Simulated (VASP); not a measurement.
# Mo (Cmcm) in VASP: single point with PBE

Aim: the single point of Mo with PBE.

All numbers are computed with VASP 6.6.1; they aren't measurements. Logs are shortened: lines on timing, memory, paths and dates and some standing lists are left out, and cuts for length are marked.

## Step 1: The cell of the first run

It takes space group Cmcm (No. 63, orthorhombic). The conventional cell has a = 4.470 Å, b = 3.160 Å, c = 4.470 Å, α = 90.00°, β = 90.00°, γ = 90.00°. Within 3.6 Å of Mo (site symmetry m2m) lie 14 Mo at 2.69 to 3.16 Å.

## Step 2: Single point, PBE (atoms displaced along a vibrational mode)

Input file INCAR:

```
SYSTEM = Mo
PREC     = Accurate       ! precision mode
ENCUT    = 520            ! plane-wave cutoff, eV
EDIFF    = 1E-6           ! SCF threshold, eV
ISMEAR   = 0              ! smearing method
SIGMA    = 0.15           ! smearing width, eV
LREAL    = .FALSE.        ! projectors in reciprocal space
LASPH    = .TRUE.         ! aspherical terms in the spheres
NELM     = 60             ! most SCF steps
ALGO     = Fast           ! electronic algorithm
ISIF     = 2              ! what is computed and relaxed
LWAVE    = .FALSE.        ! write WAVECAR
LCHARG   = .FALSE.        ! write CHGCAR
GGA      = PE             ! functional
NBANDS   = 21             ! bands
```

Input file KPOINTS:

```
Automatic mesh
0
G
  24 24 14
  0 0 0
```

Input file POSCAR:

```
Mo
1.0
   -1.5802194352      1.5802194352      1.5802194352
    1.5802194352     -1.5802194352      1.5802194352
    3.1604388703      3.1604388703      0.0000000000
Mo
2
Direct
    0.0118654407      0.0118654407      0.0000000000
    0.4881345593      0.4881345593      0.5000000000
```

Potentials or basis: VASP PAW PBE potentials, release 64 (Mo_sv).

The run is started by

```bash
> cat potpaw_PBE.64/Mo_sv/POTCAR > POTCAR
> mpirun -np 1 vasp_std > vasp.out
```

OUTCAR:

```text
SYSTEM = Mo
   PREC = Accurate
   ENCUT = 520
   EDIFF = 1E-6
   ISMEAR = 0
   LREAL = .FALSE.
   LASPH = .TRUE.
   NELM = 60
   ISIF = 2
   GGA = PE

 ion  position               nearest neighbor table
   1  0.012  0.012  0.000-   2 2.69   2 2.69   2 2.78   2 2.78   2 3.16   2 3.16   2 3.16   2 3.16

   2  0.488  0.488  0.500-   1 2.69   1 2.69   1 2.78   1 2.78   1 3.16   1 3.16   1 3.16   1 3.16

  LATTYP: Found a base centered orthorhombic cell.
 ALAT       =     3.1604388704
 B/A-ratio  =     1.4142135624
 C/A-ratio  =     1.4142135623

  Lattice vectors:

 A1 = (  -1.5802194352,   1.5802194352,   1.5802194352)
 A2 = (   1.5802194352,  -1.5802194352,   1.5802194352)
 A3 = (   3.1604388703,   3.1604388703,   0.0000000000)

Analysis of symmetry for initial positions (statically):
=====================================================================
 Subroutine PRICEL returns:
 Original cell was already a primitive cell.

 Routine SETGRP: Setting up the symmetry group for a
 base centered orthorhombic supercell.

 Subroutine GETGRP returns: Found  8 space group operations
 (whereof  4 operations were pure point group operations)
 out of a pool of  8 trial point group operations.

The static configuration has the point symmetry C_2v.
 The point group associated with its full space group is D_2h.

Analysis of symmetry for dynamics (positions and initial velocities):
=====================================================================
 Subroutine PRICEL returns:
 Original cell was already a primitive cell.

 Routine SETGRP: Setting up the symmetry group for a
 base centered orthorhombic supercell.

 Subroutine GETGRP returns: Found  8 space group operations
 (whereof  4 operations were pure point group operations)
 out of a pool of  8 trial point group operations.

The dynamic configuration has the point symmetry C_2v.
 The point group associated with its full space group is D_2h.

 Subroutine INISYM returns: Found  8 space group operations
 (whereof  4 operations are pure point group operations),
 and found     1 'primitive' translations

----------------------------------------------------------------------------------------

                                     Primitive cell

  volume of cell :      31.5676

  direct lattice vectors                    reciprocal lattice vectors
    -1.580219435  1.580219435  1.580219435    -0.158205876  0.158205876  0.316411752
     1.580219435 -1.580219435  1.580219435     0.158205876 -0.158205876  0.316411752
     3.160438870  3.160438870  0.000000000     0.158205876  0.158205876  0.000000000

  length of vectors
     2.737020349  2.737020349  4.469535513     0.387523670  0.387523670  0.223736895

  position of ions in fractional coordinates (direct lattice)
     0.011865441  0.011865441  0.000000000
     0.488134559  0.488134559  0.500000000

  ion indices of the primitive-cell ions
   primitive index   ion index
                 1           1
                 2           2

----------------------------------------------------------------------------------------

 KPOINTS: Automatic mesh

Automatic generation of k-mesh.
 Grid dimensions read from file:
 generate k-points for:   24   24   14

 Generating k-lattice:

  Cartesian coordinates                     Fractional coordinates (reciprocal lattice)
    -0.006591911  0.006591911  0.013183823     0.041666667  0.000000000  0.000000000
     0.006591911 -0.006591911  0.013183823     0.000000000  0.041666667  0.000000000
     0.011300420  0.011300420  0.000000000     0.000000000  0.000000000  0.071428571

  Length of vectors
     0.016146820  0.016146820  0.015981207

  Shift w.r.t. Gamma in fractional coordinates (k-lattice)
     0.000000000  0.000000000  0.000000000

 Subroutine IBZKPT returns following result:
 ===========================================

 Found   1256 irreducible k-points:

 Following reciprocal coordinates:
            Coordinates               Weight
  0.000000  0.000000  0.000000      1.000000
  0.041667  0.000000  0.000000      4.000000
  0.083333  0.000000  0.000000      4.000000
  0.125000  0.000000  0.000000      4.000000
  0.166667  0.000000  0.000000      4.000000
  0.208333  0.000000  0.000000      4.000000
[... 16 lines left out ...]
  0.416667  0.041667  0.000000      4.000000
  0.458333  0.041667  0.000000      4.000000
 [... further k-points ...]
   k-points           NKPTS =   1256   k-points in BZ     NKDIM =   1256   number of bands    NBANDS=     21
   number of dos      NEDOS =    301   number of ions     NIONS =      2
   total plane-waves  NPLWV =  14400
   dimension x,y,z NGX =    20 NGY =   20 NGZ =   36
   dimension x,y,z NGXF=    40 NGYF=   40 NGZF=   72
   ions per type =               2
   NGX,Y,Z   is equivalent  to a cutoff of  12.15, 12.15, 13.39 a.u.
   NGXF,Y,Z  is equivalent  to a cutoff of  24.30, 24.30, 26.78 a.u.
 SYSTEM =  Mo
   PREC   = accura    normal or accurate (medium, high low for compatibility)
   ISTART =      0    job   : 0-new  1-cont  2-samecut
   ICHARG =      2    charge: 1-file 2-atom 10-const
   ISPIN  =      1    spin polarized calculation?
   LNONCOLLINEAR =      F non collinear calculations
   LSORBIT =      F    spin-orbit coupling
   LASPH  =      T    aspherical Exc in radial PAW
   ENCUT  =  520.0 eV  38.22 Ry    6.18 a.u.   5.09  5.09  8.31*2*pi/ulx,y,z
   NELM   =     60;   NELMIN=  2; NELMDL= -5     # of ELM steps
   EDIFF  = 0.1E-05   stopping-criterion for ELM
   LREAL  =      F    real-space projection
   EDIFFG = 0.1E-04   stopping-criterion for IOM
   NSW    =      0    number of steps for IOM
   IBRION =     -1    ionic relax: 0-MD 1-quasi-New 2-CG
   NFREE  =      0    steps in history (QN), initial steepest desc. (CG)
   ISIF   =      2    stress and relaxation
   ISYM   =      2    0-nonsym 1-usesym 2-fastsym
   POTIM  = 0.5000    time-step for ionic-motion
   TEBEG  =    0.0;   TEEND  =   0.0 temperature during run
   PSTRESS=    0.0 pullay stress
   NELECT =      28.0000    total number of electrons
   NUPDOWN=      -1.0000    fix difference up-down
   EMIN   =  10.00;   EMAX   =-10.00  energy-range for DOS
   EFERMI =   0.00;   METHOD = LEGACY
   ISMEAR =     0;   SIGMA  =   0.15  broadening in eV -4-tet -1-fermi 0-gaus
   EFERMI_NEDOS =   21; number of points for ismear=-14 and -15
   IALGO  =     68    algorithm
   IMIX   =      4    mixing-type and parameters
     AMIX     =   0.40;   BMIX     =  1.00
     AMIX_MAG =   1.60;   BMIX_MAG =  1.00
  volume/ion in A,a.u.               =      15.78       106.51
  Fermi-wavevector in a.u.,A,eV,Ry     =   1.572945  2.972434 33.662922  2.474155
  Thomas-Fermi vector in A             =   2.674303
   LORBIT       =      0    0 simple, 1 ext, 2 COOP (PROOUT), +10 PAW based schemes
   GGA     = PE    functional components
   LHFCALC =     F    Hartree Fock is set to
   AEXX    =    0.0000 exact exchange contribution
   IVDW    =     0    specifies the selected vdW correction
   LEPSILON=     F    determine dielectric tensor
   LRPA    =     F    only Hartree local field effects (RPA)
 non-spin polarized calculation
 RMM-DIIS sequential band-by-band and
 Gauss-broadening in eV      SIGMA  =   0.15
  energy-cutoff  :      520.00
  volume of cell :       31.57
 maximum number of plane-waves:       872
   NGX = 11   NGY = 11   NGZ = 17

 number of electron      28.0000007 magnetization

 Free energy of the ion-electron system (eV)
  ---------------------------------------------------
  ext. energy  EPLUGINS =         0.00000000
  ---------------------------------------------------
  free energy    TOTEN  =       -21.86777355 eV

  energy without entropy =      -21.85312884  energy(sigma->0) =      -21.86045120

 E-fermi :  12.4565     XC(G=0): -13.3347

 val. band max:       12.4559603500   @ k =  -0.2083   0.1250   0.1429
 cond. band min:      12.4579259243   @ k =   0.5000   0.4583   0.3571
 fundamental gap:      0.0019655743
 Fermi energy:        12.4565261352

 k-point     1 :       0.0000    0.0000    0.0000
  band No.  band energies     occupation
      1     -48.8403      2.00000
      2     -48.5829      2.00000
      3     -23.4897      2.00000
      4     -22.5602      2.00000
      5     -22.1404      2.00000
      6     -22.1322      2.00000
[... 13 lines left out ...]
     20      17.0756      0.00000
     21      24.4047      0.00000

 k-point     2 :       0.0417    0.0000    0.0000
  band No.  band energies     occupation
      1     -48.8371      2.00000
      2     -48.5818      2.00000
      3     -23.4823      2.00000
      4     -22.5670      2.00000
      5     -22.1522      2.00000
      6     -22.1480      2.00000
[... 13 lines left out ...]
     20      17.2218      0.00000
     21      24.4356      0.00000

 k-point     3 :       0.0833    0.0000    0.0000
  band No.  band energies     occupation
      1     -48.8277      2.00000
      2     -48.5786      2.00000
      3     -23.4605      2.00000
      4     -22.5890      2.00000
      5     -22.2060      2.00000
      6     -22.1762      2.00000
[... 13 lines left out ...]
     20      17.6542      0.00000
     21      23.7483      0.00000

 k-point     4 :       0.1250    0.0000    0.0000
  band No.  band energies     occupation
      1     -48.8126      2.00000
      2     -48.5737      2.00000
      3     -23.4246      2.00000
      4     -22.6297      2.00000
      5     -22.2936      2.00000
      6     -22.2117      2.00000
[... 13 lines left out ...]
     20      18.3134      0.00000
     21      23.5274      0.00000

 k-point     5 :       0.1667    0.0000    0.0000
  band No.  band energies     occupation
      1     -48.7925      2.00000
      2     -48.5678      2.00000
      3     -23.3758      2.00000
      4     -22.6926      2.00000
      5     -22.4071      2.00000
      6     -22.2462      2.00000
[... 13 lines left out ...]
     20      19.1110      0.00000
     21      23.2554      0.00000
[... 382 lines left out ...]
     20      22.3272      0.00000
     21      22.5008      0.00000

 k-point    22 :       0.3750    0.0417    0.0000
  band No.  band energies     occupation
      1     -48.6430      2.00000
      2     -48.5570      2.00000
      3     -23.1539      2.00000
      4     -23.0728      2.00000
      5     -22.9409      2.00000
      6     -22.4842      2.00000
[... 13 lines left out ...]
     20      21.4733      0.00000
     21      22.6357      0.00000

 k-point    23 :       0.4167    0.0417    0.0000
  band No.  band energies     occupation
      1     -48.6198      2.00000
      2     -48.5609      2.00000
      3     -23.2093      2.00000
      4     -23.1588      2.00000
      5     -22.8595      2.00000
      6     -22.5492      2.00000
[... 13 lines left out ...]
     20      20.5000      0.00000
     21      23.1085      0.00000

 k-point    24 :       0.4583    0.0417    0.0000
  band No.  band energies     occupation
      1     -48.6048      2.00000
      2     -48.5643      2.00000
      3     -23.2382      2.00000
      4     -23.2156      2.00000
      5     -22.8037      2.00000
      6     -22.5948      2.00000
[... 13 lines left out ...]
     20      19.5096      0.00000
     21      23.7662      0.00000

 [... further k-points ...]

------------------------ aborting loop because EDIFF is reached ----------------------------------------

  FORCE on cell =-STRESS in cart. coord.  units (eV):
  Direction    XX          YY          ZZ          XY          YZ          ZX
  --------------------------------------------------------------------------------------
  -------------------------------------------------------------------------------------
  Total        0.1645020      0.1645020      0.1689759      0.0454634      0.0000000      0.0000000
  in kB        8.3490973      8.3490973      8.5761657      2.3074372      0.0000000      0.0000000
  external PRESSURE =       8.4247868 kB  Pullay stress =       0.0000000 kB

 VOLUME and BASIS-vectors are now :
 -----------------------------------------------------------------------------
  energy-cutoff  :      520.00
  volume of cell :       31.57
      direct lattice vectors                 reciprocal lattice vectors
    -1.580219435  1.580219435  1.580219435    -0.158205876  0.158205876  0.316411752
     1.580219435 -1.580219435  1.580219435     0.158205876 -0.158205876  0.316411752
     3.160438870  3.160438870  0.000000000     0.158205876  0.158205876  0.000000000

 POSITION                                       TOTAL-FORCE (eV/Angst)
 -----------------------------------------------------------------------------------
      0.00000      0.00000      0.03750         0.000000      0.000000     -0.265995
      1.58022      1.58022      1.54272        -0.000000     -0.000000      0.265995
 -----------------------------------------------------------------------------------
    total drift:                                0.000000      0.000000      0.000000

  FREE ENERGIE OF THE ION-ELECTRON SYSTEM (eV)
  ---------------------------------------------------
  free  energy   TOTEN  =       -21.8677735541 eV

  energy  without entropy=      -21.8531288406  energy(sigma->0) =      -21.86045120
```

Wall time 15 min (1 thread of Intel Xeon 8259CL, shared host); peak memory 0.68 GiB.

Results:

| Item | Value |
| --- | --- |
| Free energy | -21.8678 eV |
| Pressure | 0.8 GPa |
| Largest force | 0.266 eV/Å |
| Band gap on the k mesh | zero (bands 14 and 15 overlap by 2.86 eV) |

Forces on the atoms (eV/Å):
```
Mo   0.000  0.000 -0.266
Mo   0.000  0.000  0.266
```

Caveat: the cell differs from its parent crystal (atoms displaced along a vibrational mode).
